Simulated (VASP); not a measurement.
# Si16HC16 (a cell with a defect) in VASP: notebook

Si16HC16 (a cell with a defect) is run at these levels: PBE; tasks: single point.

Everything below comes from runs of VASP 6.6.1. Logs are shortened: lines on timing, memory, paths and dates and some standing lists are left out, and cuts for length are marked.

### Step 1. The cell of the first run

The cell holds a defect, 33 atoms: a = 6.188 Å, b = 6.188 Å, c = 10.129 Å, α = 90.00°, β = 90.00°, γ = 120.00°.

### Step 2. Single point, PBE

Contents of INCAR:

```
SYSTEM = Si16HC16
ALGO = Normal
EDIFF = 1E-6
ENCUT = 520
GGA = PE
GGA_COMPAT = .False.
ISIF = 2
ISMEAR = -1
LASPH = .True.
LCHARG = .False.
LREAL = Auto
LWAVE = .False.
NBANDS = 86
NELECT = 128.0
NELM = 120
PREC = Accurate
SIGMA = 0.01
```

Contents of KPOINTS:

```
k-points
0
Gamma
  1 1 1
  0 0 0
```

Contents of POSCAR:

```
Si16HC16
1.0
    6.1879230296      0.0000000560      0.0000000000
   -3.0939615633      5.3588985123      0.0000000000
    0.0000000000      0.0000000000     10.1287833600
Si C H
16 16 1
Direct
    0.3251280824      0.1692890476      0.9334383109
    0.1663247113      0.3327006044      0.4376281757
   -0.0009799060     -0.0019666567      0.6867995480
   -0.0018099979     -0.0036647849      0.1883565351
    0.2936260623      0.5874090568      0.9194214381
    0.1667625295      0.8342224104      0.4389897194
   -0.0046715957      0.4978104801      0.6847398540
    0.0024704841      0.5031918978      0.1907604285
    0.8442584453      0.1692092621      0.9334037456
    0.6670835301      0.3342576532      0.4397903912
    0.4995746551     -0.0007877819      0.6859583935
    0.5023413495      0.0046049497      0.1966397146
    0.8347507127      0.6695808002      0.9358004124
    0.6674573681      0.8342176222      0.4390028586
    0.5023993305      0.4978141763      0.6847522483
    0.5006831468      0.5032093172      0.1907525565
    0.3343405688      0.1638803263      0.7470981587
    0.1655332457      0.3311232378      0.2465774655
    0.0005386488      0.0010560686      0.4990998418
   -0.0035130570     -0.0071717431     -0.0010626204
    0.3324710108      0.6650485682      0.7430456166
    0.1693739920      0.8353872932      0.2500057887
    0.0000744121      0.5001209804      0.4979319534
   -0.0011640706      0.5115358889      0.0031797966
    0.8295323510      0.1638625103      0.7470593052
    0.6716851308      0.3434503906      0.2517473403
    0.5001050415      0.0002197736      0.4979126270
    0.5333443122      0.0664860815      0.0146674672
    0.8330538069      0.6661838166      0.7474204780
    0.6660708360      0.8353727636      0.2500205067
    0.4999827267      0.5001248861      0.4979380411
    0.5125440416      0.5116199629      0.0031756578
    0.1577359474      0.3155933833      0.8700381411
```

Potentials or basis: VASP PAW PBE potentials, release 64 (Si, C, H).

The run is started by

```sh
> cat potpaw_PBE.64/Si/POTCAR potpaw_PBE.64/C/POTCAR potpaw_PBE.64/H/POTCAR > POTCAR
> mpirun -np 1 vasp_gam > vasp.out
```

OUTCAR:

```text
SYSTEM = Si16HC16
   EDIFF = 1E-6
   ENCUT = 520
   GGA = PE
   ISIF = 2
   ISMEAR = -1
   LASPH = .True.
   LREAL = Auto
   NELECT = 128.0
   NELM = 120
   PREC = Accurate

 ion  position               nearest neighbor table
   1  0.325  0.169  0.933-  33 1.80  20 1.88  28 1.89  17 1.89  32 1.97   5 2.69   9 2.98   3 3.05
                            13 3.06  15 3.07  11 3.11   4 3.12  13 3.13
   2  0.166  0.333  0.438-  19 1.88  31 1.89  23 1.89  18 1.94   8 3.08  16 3.08   7 3.08  15 3.08
                            14 3.09   6 3.09  10 3.09  10 3.09   3 3.10   6 3.10  14 3.10   4 3.10
   3  0.999  0.998  0.687-  29 1.88  25 1.90  17 1.90  19 1.90   9 3.05   1 3.05  14 3.08   6 3.08
                            13 3.08   7 3.08  15 3.08  11 3.09  11 3.09   2 3.10  15 3.10   7 3.10
   4  0.998  0.996  0.188-  30 1.89  22 1.89  18 1.89  20 1.92   8 3.06  16 3.07  12 3.10  12 3.10
                             6 3.10  14 3.10  13 3.10   2 3.10   9 3.12   1 3.12  16 3.12   8 3.12
   5  0.294  0.587  0.919-  33 1.54  21 1.83  32 1.85  24 1.85   9 2.69   1 2.69   7 2.89  15 2.89
                            13 3.13  13 3.13
   6  0.167  0.834  0.439-  27 1.88  19 1.89  23 1.89  22 1.91  12 3.04  11 3.07   7 3.07   3 3.08
                             8 3.08   2 3.09  14 3.09  10 3.09  10 3.10   4 3.10  14 3.10   2 3.10
   7  0.995  0.498  0.685-  29 1.88  23 1.89  25 1.90  21 1.90   5 2.89  10 3.04  15 3.05   6 3.07
                             9 3.07  11 3.08   2 3.08   3 3.08   3 3.10  13 3.10  11 3.11  15 3.14
   8  0.002  0.503  0.191-  26 1.88  22 1.88  18 1.88  24 1.90   4 3.06   2 3.08   6 3.08  16 3.08
                            12 3.09  10 3.10  12 3.10  16 3.11   4 3.12  13 3.14
   9  0.844  0.169  0.933-  33 1.80  20 1.88  28 1.89  25 1.89  24 1.97   5 2.69   1 2.98   3 3.05
                            13 3.06   7 3.07  11 3.11   4 3.12  13 3.13
  10  0.667  0.334  0.440-  31 1.88  23 1.88  27 1.88  26 1.91  12 3.03   7 3.04  15 3.04  11 3.07
                            14 3.09   6 3.09   2 3.09   2 3.09   6 3.10  14 3.10  16 3.10   8 3.10
  11  0.500  0.999  0.686-  17 1.87  25 1.87  21 1.88  27 1.90   6 3.07  14 3.07  10 3.07   7 3.08
                            15 3.08   3 3.09   3 3.09  15 3.11   7 3.11   1 3.11   9 3.11
  12  0.502  0.005  0.197-  22 1.86  30 1.86  28 1.87  26 1.90  10 3.03  14 3.04   6 3.04   8 3.09
                            16 3.09   4 3.10   4 3.10  16 3.10   8 3.10
  13  0.835  0.670  0.936-  20 1.85  24 1.86  32 1.86  29 1.91   9 3.06   1 3.06   3 3.08   4 3.10
                            15 3.10   7 3.10   1 3.13   9 3.13   5 3.13   5 3.13  16 3.14   8 3.14
  14  0.667  0.834  0.439-  27 1.88  19 1.89  31 1.89  30 1.91  12 3.04  11 3.07  15 3.07   3 3.08
                            16 3.08   2 3.09   6 3.09  10 3.09  10 3.10   4 3.10   6 3.10   2 3.10
  15  0.502  0.498  0.685-  29 1.88  31 1.89  17 1.90  21 1.90   5 2.89  10 3.04   7 3.05  14 3.07
                             1 3.07  11 3.08   2 3.08   3 3.08   3 3.10  13 3.10  11 3.11   7 3.14
  16  0.501  0.503  0.191-  26 1.88  30 1.88  18 1.88  32 1.90   4 3.07   2 3.08  14 3.08   8 3.08
                            12 3.09  10 3.10  12 3.10   8 3.11   4 3.12  13 3.14
  17  0.334  0.164  0.747-  11 1.87   1 1.89  15 1.90   3 1.90
  18  0.166  0.331  0.247-   8 1.88  16 1.88   4 1.89   2 1.94
  19  0.001  0.001  0.499-   2 1.88   6 1.89  14 1.89   3 1.90
  20  0.996  0.993  0.999-  13 1.85   9 1.88   1 1.88   4 1.92
  21  0.332  0.665  0.743-   5 1.83  11 1.88   7 1.90  15 1.90
  22  0.169  0.835  0.250-  12 1.86   8 1.88   4 1.89   6 1.91
  23  0.000  0.500  0.498-  10 1.88   6 1.89   2 1.89   7 1.89
  24  0.999  0.512  0.003-   5 1.85  13 1.86   8 1.90   9 1.97
  25  0.830  0.164  0.747-  11 1.87   9 1.89   7 1.90   3 1.90
  26  0.672  0.343  0.252-  16 1.88   8 1.88  12 1.90  10 1.91
  27  0.500  0.000  0.498-   6 1.88  14 1.88  10 1.88  11 1.90
  28  0.533  0.066  0.015-  12 1.87   9 1.89   1 1.89
  29  0.833  0.666  0.747-   3 1.88  15 1.88   7 1.88  13 1.91
  30  0.666  0.835  0.250-  12 1.86  16 1.88   4 1.89  14 1.91
  31  0.500  0.500  0.498-  10 1.88  14 1.89   2 1.89  15 1.89
  32  0.513  0.512  0.003-   5 1.85  13 1.86  16 1.90   1 1.97
  33  0.158  0.316  0.870-   5 1.54   9 1.80   1 1.80

  LATTYP: Found a hexagonal cell.
 ALAT       =     6.1879230296
 C/A-ratio  =     1.6368631787

  Lattice vectors:

 A1 = (   6.1879230296,   0.0000000560,   0.0000000000)
 A2 = (  -3.0939615633,   5.3588985123,   0.0000000000)
 A3 = (   0.0000000000,   0.0000000000,  10.1287833600)

Analysis of symmetry for initial positions (statically):
=====================================================================
 Subroutine PRICEL returns:
 Original cell was already a primitive cell.

 Routine SETGRP: Setting up the symmetry group for a
 hexagonal supercell.

 Subroutine GETGRP returns: Found  1 space group operations
 (whereof  1 operations were pure point group operations)
 out of a pool of 24 trial point group operations.

The static configuration has the point symmetry C_1 .

Analysis of symmetry for dynamics (positions and initial velocities):
=====================================================================
 Subroutine PRICEL returns:
 Original cell was already a primitive cell.

[... 111 lines left out ...]
     0.000000000  0.000000000  0.098728541     0.000000000  0.000000000  1.000000000

  Length of vectors
     0.186605511  0.186605511  0.098728541

  Shift w.r.t. Gamma in fractional coordinates (k-lattice)
     0.000000000  0.000000000  0.000000000

 Subroutine IBZKPT returns following result:
 ===========================================

 Found      1 irreducible k-points:

 Following reciprocal coordinates:
            Coordinates               Weight
  0.000000  0.000000  0.000000      1.000000
   k-points           NKPTS =      1   k-points in BZ     NKDIM =      1   number of bands    NBANDS=     86
   number of dos      NEDOS =    301   number of ions     NIONS =     33
   total plane-waves  NPLWV = 184320
   dimension x,y,z NGX =    48 NGY =   48 NGZ =   80
   dimension x,y,z NGXF=    96 NGYF=   96 NGZF=  160
   ions per type =              16  16   1
   NGX,Y,Z   is equivalent  to a cutoff of  12.90, 12.90, 13.13 a.u.
   NGXF,Y,Z  is equivalent  to a cutoff of  25.79, 25.79, 26.26 a.u.
 SYSTEM =  Si16HC16
   PREC   = accura    normal or accurate (medium, high low for compatibility)
   ISTART =      0    job   : 0-new  1-cont  2-samecut
   ICHARG =      2    charge: 1-file 2-atom 10-const
   ISPIN  =      1    spin polarized calculation?
   LNONCOLLINEAR =      F non collinear calculations
   LSORBIT =      F    spin-orbit coupling
   LASPH  =      T    aspherical Exc in radial PAW
   ENCUT  =  520.0 eV  38.22 Ry    6.18 a.u.  11.51 11.51 18.83*2*pi/ulx,y,z
   NELM   =    120;   NELMIN=  2; NELMDL= -5     # of ELM steps
   EDIFF  = 0.1E-05   stopping-criterion for ELM
   LREAL  =      T    real-space projection
   EDIFFG = 0.1E-04   stopping-criterion for IOM
   NSW    =      0    number of steps for IOM
   IBRION =     -1    ionic relax: 0-MD 1-quasi-New 2-CG
   NFREE  =      0    steps in history (QN), initial steepest desc. (CG)
   ISIF   =      2    stress and relaxation
   ISYM   =      2    0-nonsym 1-usesym 2-fastsym
   POTIM  = 0.5000    time-step for ionic-motion
   TEBEG  =    0.0;   TEEND  =   0.0 temperature during run
   PSTRESS=    0.0 pullay stress
   NELECT =     128.0000    total number of electrons
   NUPDOWN=      -1.0000    fix difference up-down
   EMIN   =  10.00;   EMAX   =-10.00  energy-range for DOS
   EFERMI =   0.00;   METHOD = LEGACY
   ISMEAR =    -1;   SIGMA  =   0.01  broadening in eV -4-tet -1-fermi 0-gaus
   EFERMI_NEDOS =   21; number of points for ismear=-14 and -15
   IALGO  =     38    algorithm
   IMIX   =      4    mixing-type and parameters
     AMIX     =   0.40;   BMIX     =  1.00
     AMIX_MAG =   1.60;   BMIX_MAG =  1.00
  volume/ion in A,a.u.               =      10.18        68.68
  Fermi-wavevector in a.u.,A,eV,Ry     =   1.186913  2.242940 19.167379  1.408763
  Thomas-Fermi vector in A             =   2.323076
   LORBIT       =      0    0 simple, 1 ext, 2 COOP (PROOUT), +10 PAW based schemes
   GGA     = PE    functional components
   LHFCALC =     F    Hartree Fock is set to
   AEXX    =    0.0000 exact exchange contribution
   IVDW    =     0    specifies the selected vdW correction
   LEPSILON=     F    determine dielectric tensor
   LRPA    =     F    only Hartree local field effects (RPA)
 non-spin polarized calculation
  energy-cutoff  :      520.00
  volume of cell :      335.88
 maximum number of plane-waves:      4519
 NGX is ok and might be reduce to    48
   NGX = 23   NGY = 23   NGZ = 37

 number of electron     128.0000001 magnetization

 Free energy of the ion-electron system (eV)
  ---------------------------------------------------
  ext. energy  EPLUGINS =         0.00000000
  ---------------------------------------------------
  free energy    TOTEN  =      -230.91524572 eV

  energy without entropy =     -230.91524572  energy(sigma->0) =     -230.91524572

 E-fermi :   8.4541     XC(G=0): -11.2159

 val. band max:        8.1696415141   @ k =   0.0000   0.0000   0.0000
 cond. band min:       8.7416026513   @ k =   0.0000   0.0000   0.0000
 fundamental gap:      0.5719611371
 Fermi energy:         8.4541270317

 k-point     1 :       0.0000    0.0000    0.0000
  band No.  band energies     occupation
      1      -7.3576      2.00000
      2      -6.2424      2.00000
      3      -6.0252      2.00000
      4      -3.9566      2.00000
      5      -3.9472      2.00000
      6      -3.8224      2.00000
[... 68 lines left out ...]
     75      12.7504      0.00000
     76      12.7703      0.00000
 [bands above 76 left out]

------------------------ aborting loop because EDIFF is reached ----------------------------------------

  FORCE on cell =-STRESS in cart. coord.  units (eV):
  Direction    XX          YY          ZZ          XY          YZ          ZX
  --------------------------------------------------------------------------------------
  -------------------------------------------------------------------------------------
  Total       14.9670955     10.4653279    -16.0638013     -0.0149162      0.9425141      0.0023107
  in kB       71.3954263     49.9212790    -76.6268874     -0.0711527      4.4959421      0.0110222
  external PRESSURE =      14.8966059 kB  Pullay stress =       0.0000000 kB

 VOLUME and BASIS-vectors are now :
 -----------------------------------------------------------------------------
  energy-cutoff  :      520.00
  volume of cell :      335.88
      direct lattice vectors                 reciprocal lattice vectors
     6.187923030  0.000000056  0.000000000     0.161605112  0.093302757  0.000000000
    -3.093961563  5.358898512  0.000000000    -0.000000002  0.186605511  0.000000000
     0.000000000  0.000000000 10.128783360     0.000000000  0.000000000  0.098728541

 POSITION                                       TOTAL-FORCE (eV/Angst)
 -----------------------------------------------------------------------------------
      1.48809      0.90720      9.45459        -0.006623     -0.002566      0.002525
     -0.00016      1.78291      4.43264        -0.000434      0.003893      0.004767
      3.09398      5.34836      6.95644        -0.000901      0.004961      0.009367
      3.09410      5.33926      1.90782        -0.000529     -0.004297     -0.004813
     -0.00049      3.14787      9.31262        -0.000342     -0.024860     -0.003030
     -1.54914      4.47051      4.44643         0.003788     -0.003637      0.000851
[... 25 lines left out ...]
      1.58865      2.74172      0.03217         0.007978      0.006592     -0.011174
     -0.00038      1.69123      8.81243         0.001434      0.005487     -0.000677
 -----------------------------------------------------------------------------------
    total drift:                                0.004247     -0.004046      0.040661

  FREE ENERGIE OF THE ION-ELECTRON SYSTEM (eV)
  ---------------------------------------------------
  free  energy   TOTEN  =      -230.9152457218 eV

  energy  without entropy=     -230.9152457218  energy(sigma->0) =     -230.91524572
```

Run time: 2.3 min. Hardware: 1 thread of Intel Xeon 8259CL, shared host; peak memory 0.37 GiB.

What came out:

| Property | Result |
| --- | --- |
| Free energy | -230.9152 eV |
| Largest force | 0.025 eV/Å |

Forces in eV/Å, atoms in the order of the input:
```
Si  -0.007 -0.003  0.003
Si   0.000  0.004  0.005
Si  -0.001  0.005  0.009
Si  -0.001 -0.004 -0.005
Si   0.000 -0.025 -0.003
Si   0.004 -0.004  0.001
Si   0.000 -0.002  0.005
Si  -0.005 -0.003  0.001
Si   0.004  0.001  0.002
Si   0.001 -0.003 -0.002
Si   0.003  0.005  0.006
Si   0.000 -0.003 -0.003
Si  -0.002 -0.001  0.005
Si  -0.004 -0.002  0.000
Si   0.001 -0.001  0.004
Si   0.003 -0.003  0.002
C    0.000  0.005 -0.002
C    0.001  0.005  0.003
C   -0.001 -0.006 -0.012
C   -0.002  0.011  0.001
C    0.001  0.005 -0.018
C   -0.005 -0.001 -0.004
C   -0.004  0.000  0.009
C   -0.002  0.007 -0.010
C   -0.001  0.004  0.001
C    0.003 -0.003 -0.010
C   -0.001  0.000  0.014
C   -0.003 -0.001 -0.005
C    0.000  0.001  0.008
C    0.003 -0.001 -0.004
C    0.006  0.000  0.011
C    0.008  0.007 -0.011
H    0.001  0.005 -0.001
```

Caveat: the k points lie up to 1.17 Å⁻¹ apart, too coarse for converged energies, forces and pressures; the cell carries a net charge on a neutralising background, which shifts energy and pressure; the cell is charged against a uniform background, so pressure and absolute levels hang on convention.

(Continued in part 2 of 3.)
